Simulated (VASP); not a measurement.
# TiAl (P4/mmm) in VASP: a series of runs, part 2 of 2

VASP 6.6.1. The steps go on from the part before.

### Step 3. Single point, LDA (16.16 Å³/atom)

This run uses another cell than the first one, of 16.16 Å³/atom.

Input file INCAR:

```
SYSTEM = TiAl
PREC = Accurate ; ENCUT = 520
EDIFF = 1E-6 ; ISMEAR = 0
SIGMA = 0.15 ; LREAL = .False.
LASPH = .True. ; NELM = 80
ALGO = Fast ; ISIF = 2
LWAVE = .False. ; LCHARG = .False.
NBANDS = 14
```

Input file KPOINTS:

```
regular mesh
0
Gamma
  16 16 16
  0 0 0
```

Input file POSCAR:

```
TiAl
1.0
    2.9032809073      0.0000000000      0.0000000000
    0.0000000000      2.9032809073      0.0000000000
    0.0000000000      0.0000000000      3.8343630943
Ti Al
1 1
Direct
    0.0000000000      0.0000000000      0.0000000000
    0.5000000000      0.5000000000      0.5000000000
```

Potentials or basis: VASP PAW LDA potentials, release 64 (Ti_sv, Al).

Run with:

```
> cat potpaw_LDA.64/Ti_sv/POTCAR potpaw_LDA.64/Al/POTCAR > POTCAR
> mpirun -np 1 vasp_std > vasp.out
```

OUTCAR:

```text
SYSTEM = TiAl
   PREC = Accurate
   ENCUT = 520
   EDIFF = 1E-6
   ISMEAR = 0
   LREAL = .False.
   LASPH = .True.
   NELM = 80
   ISIF = 2

 ion  position               nearest neighbor table
   1  0.000  0.000  0.000-   2 2.81   2 2.81   2 2.81   2 2.81   2 2.81   2 2.81   2 2.81   2 2.81

   2  0.500  0.500  0.500-   1 2.81   1 2.81   1 2.81   1 2.81   1 2.81   1 2.81   1 2.81   1 2.81

  LATTYP: Found a simple tetragonal cell.
 ALAT       =     2.9032809073
 C/A-ratio  =     1.3207000000

  Lattice vectors:

 A1 = (   2.9032809073,   0.0000000000,   0.0000000000)
 A2 = (   0.0000000000,   2.9032809073,   0.0000000000)
 A3 = (   0.0000000000,   0.0000000000,   3.8343630943)

Analysis of symmetry for initial positions (statically):
=====================================================================
 Subroutine PRICEL returns:
 Original cell was already a primitive cell.

 Routine SETGRP: Setting up the symmetry group for a
 simple tetragonal supercell.

 Subroutine GETGRP returns: Found 16 space group operations
 (whereof 16 operations were pure point group operations)
 out of a pool of 16 trial point group operations.

The static configuration has the point symmetry D_4h.

Analysis of symmetry for dynamics (positions and initial velocities):
=====================================================================
 Subroutine PRICEL returns:
 Original cell was already a primitive cell.

 Routine SETGRP: Setting up the symmetry group for a
 simple tetragonal supercell.

 Subroutine GETGRP returns: Found 16 space group operations
 (whereof 16 operations were pure point group operations)
 out of a pool of 16 trial point group operations.

The dynamic configuration has the point symmetry D_4h.

 Subroutine INISYM returns: Found 16 space group operations
 (whereof 16 operations are pure point group operations),
 and found     1 'primitive' translations

----------------------------------------------------------------------------------------

                                     Primitive cell

  volume of cell :      32.3200

  direct lattice vectors                    reciprocal lattice vectors
     2.903280907  0.000000000  0.000000000     0.344437907  0.000000000  0.000000000
     0.000000000  2.903280907  0.000000000     0.000000000  0.344437907  0.000000000
     0.000000000  0.000000000  3.834363094     0.000000000  0.000000000  0.260799506

  length of vectors
     2.903280907  2.903280907  3.834363094     0.344437907  0.344437907  0.260799506

  position of ions in fractional coordinates (direct lattice)
     0.000000000  0.000000000  0.000000000
     0.500000000  0.500000000  0.500000000

  ion indices of the primitive-cell ions
   primitive index   ion index
                 1           1
                 2           2

----------------------------------------------------------------------------------------

 KPOINTS: regular mesh

Automatic generation of k-mesh.
 Grid dimensions read from file:
 generate k-points for:   16   16   16

 Generating k-lattice:

  Cartesian coordinates                     Fractional coordinates (reciprocal lattice)
     0.021527369  0.000000000  0.000000000     0.062500000  0.000000000  0.000000000
     0.000000000  0.021527369  0.000000000     0.000000000  0.062500000  0.000000000
[... 43 lines left out ...]
   dimension x,y,z NGX =    24 NGY =   24 NGZ =   30
   dimension x,y,z NGXF=    48 NGYF=   48 NGZF=   60
   ions per type =               1   1
   NGX,Y,Z   is equivalent  to a cutoff of  13.74, 13.74, 13.01 a.u.
   NGXF,Y,Z  is equivalent  to a cutoff of  27.49, 27.49, 26.01 a.u.
 SYSTEM =  TiAl
   PREC   = accura    normal or accurate (medium, high low for compatibility)
   ISTART =      0    job   : 0-new  1-cont  2-samecut
   ICHARG =      2    charge: 1-file 2-atom 10-const
   ISPIN  =      1    spin polarized calculation?
   LNONCOLLINEAR =      F non collinear calculations
   LSORBIT =      F    spin-orbit coupling
   LASPH  =      T    aspherical Exc in radial PAW
   ENCUT  =  520.0 eV  38.22 Ry    6.18 a.u.   5.40  5.40  7.13*2*pi/ulx,y,z
   NELM   =     80;   NELMIN=  2; NELMDL= -5     # of ELM steps
   EDIFF  = 0.1E-05   stopping-criterion for ELM
   LREAL  =      F    real-space projection
   EDIFFG = 0.1E-04   stopping-criterion for IOM
   NSW    =      0    number of steps for IOM
   IBRION =     -1    ionic relax: 0-MD 1-quasi-New 2-CG
   NFREE  =      0    steps in history (QN), initial steepest desc. (CG)
   ISIF   =      2    stress and relaxation
   ISYM   =      2    0-nonsym 1-usesym 2-fastsym
   POTIM  = 0.5000    time-step for ionic-motion
   TEBEG  =    0.0;   TEEND  =   0.0 temperature during run
   PSTRESS=    0.0 pullay stress
   NELECT =      15.0000    total number of electrons
   NUPDOWN=      -1.0000    fix difference up-down
   EMIN   =  10.00;   EMAX   =-10.00  energy-range for DOS
   EFERMI =   0.00;   METHOD = LEGACY
   ISMEAR =     0;   SIGMA  =   0.15  broadening in eV -4-tet -1-fermi 0-gaus
   EFERMI_NEDOS =   21; number of points for ismear=-14 and -15
   IALGO  =     68    algorithm
   IMIX   =      4    mixing-type and parameters
     AMIX     =   0.40;   BMIX     =  1.00
     AMIX_MAG =   1.60;   BMIX_MAG =  1.00
  volume/ion in A,a.u.               =      16.16       109.05
  Fermi-wavevector in a.u.,A,eV,Ry     =   1.267500  2.395229 21.858541  1.606557
  Thomas-Fermi vector in A             =   2.400645
   LORBIT       =      0    0 simple, 1 ext, 2 COOP (PROOUT), +10 PAW based schemes
   GGA     = CA    functional components
   LHFCALC =     F    Hartree Fock is set to
   AEXX    =    0.0000 exact exchange contribution
   IVDW    =     0    specifies the selected vdW correction
   LEPSILON=     F    determine dielectric tensor
   LRPA    =     F    only Hartree local field effects (RPA)
 non-spin polarized calculation
 RMM-DIIS sequential band-by-band and
 Gauss-broadening in eV      SIGMA  =   0.15
  energy-cutoff  :      520.00
  volume of cell :       32.32
 maximum number of plane-waves:       888
 NGX is ok and might be reduce to    24
   NGX = 11   NGY = 11   NGZ = 15

 number of electron      15.0000006 magnetization

 Free energy of the ion-electron system (eV)
  ---------------------------------------------------
  ext. energy  EPLUGINS =         0.00000000
  ---------------------------------------------------
  free energy    TOTEN  =       -13.52589596 eV

  energy without entropy =      -13.50441796  energy(sigma->0) =      -13.51515696

 E-fermi :   8.1853     XC(G=0): -11.2816

 val. band max:        8.1841203462   @ k =   0.5000   0.1250   0.0625
 cond. band min:       8.1853401608   @ k =   0.5000   0.1250   0.0000
 fundamental gap:      0.0012198145
 Fermi energy:         8.1852573269

 k-point     1 :       0.0000    0.0000    0.0000
  band No.  band energies     occupation
      1     -47.7817      2.00000
      2     -24.5408      2.00000
      3     -24.1868      2.00000
      4     -24.1868      2.00000
      5      -0.8001      2.00000
      6       6.4905      2.00000
      7       7.2871      2.00000
      8       8.7873      0.00000
      9      10.1264      0.00000
     10      10.1264      0.00000
     11      11.0891      0.00000
     12      15.2812      0.00000
     13      15.5385      0.00000
     14      15.5385      0.00000
[... 377 lines left out ...]
      1     -47.7304      2.00000
      2     -24.5660      2.00000
      3     -24.4891      2.00000
      4     -24.2073      2.00000
      5       3.5061      2.00000
      6       3.8498      2.00000
      7       6.9407      2.00000
      8       8.1853      0.99938
      9       9.1173      0.00000
     10       9.8949      0.00000
     11      12.2677      0.00000
     12      14.5715      0.00000
     13      14.9618      0.00000
     14      16.2320      0.00000

 [... further k-points ...]

------------------------ aborting loop because EDIFF is reached ----------------------------------------

  FORCE on cell =-STRESS in cart. coord.  units (eV):
  Direction    XX          YY          ZZ          XY          YZ          ZX
  --------------------------------------------------------------------------------------
  -------------------------------------------------------------------------------------
  Total       -1.6349643     -1.6349643     -0.5163201      0.0000000      0.0000000      0.0000000
  in kB      -81.0489702    -81.0489702    -25.5951822      0.0000000      0.0000000      0.0000000
  external PRESSURE =     -62.5643742 kB  Pullay stress =       0.0000000 kB

 VOLUME and BASIS-vectors are now :
 -----------------------------------------------------------------------------
  energy-cutoff  :      520.00
  volume of cell :       32.32
      direct lattice vectors                 reciprocal lattice vectors
     2.903280907  0.000000000  0.000000000     0.344437907  0.000000000  0.000000000
     0.000000000  2.903280907  0.000000000     0.000000000  0.344437907  0.000000000
     0.000000000  0.000000000  3.834363094     0.000000000  0.000000000  0.260799506

 POSITION                                       TOTAL-FORCE (eV/Angst)
 -----------------------------------------------------------------------------------
      0.00000      0.00000      0.00000         0.000000      0.000000      0.000000
      1.45164      1.45164      1.91718         0.000000      0.000000      0.000000
 -----------------------------------------------------------------------------------
    total drift:                                0.000000      0.000000      0.000000

  FREE ENERGIE OF THE ION-ELECTRON SYSTEM (eV)
  ---------------------------------------------------
  free  energy   TOTEN  =       -13.5258959569 eV

  energy  without entropy=      -13.5044179572  energy(sigma->0) =      -13.51515696
```

It took 6.3 min on 1 thread of Intel Xeon 8259CL, shared host; peak memory 0.29 GiB.

What came out:

```
Free energy            : -13.5259 eV
Pressure               : -6.3 GPa
Band gap on the k mesh : zero (an odd number of electrons rules out a gap without spin polarisation)
```

Levels at points of the mesh, in eV from the Fermi level:
| k point | band 6 | band 7 | band 8 | band 9 | band 10 | band 11 |
| --- | --- | --- | --- | --- | --- | --- |
| (0.00, 0.00, 0.00) | -1.69 | -0.90 | 0.60 | 1.94 | 1.94 | 2.90 |
| (0.50, 0.00, 0.00) | -4.63 | -1.39 | -0.27 | 1.37 | 2.28 | 4.14 |
| (0.50, 0.50, 0.00) | -0.79 | -0.79 | -0.69 | -0.13 | -0.13 | 3.87 |
| (0.00, 0.00, 0.50) | -5.16 | -0.62 | 1.13 | 1.38 | 1.38 | 2.93 |
| (0.50, 0.00, 0.50) | -2.72 | -1.29 | -1.24 | 1.48 | 1.70 | 1.90 |
| (0.50, 0.50, 0.50) | -2.52 | -2.52 | 1.32 | 2.21 | 2.77 | 3.88 |

Caveat: the stress differs along the axes, from -8 to -3 GPa.
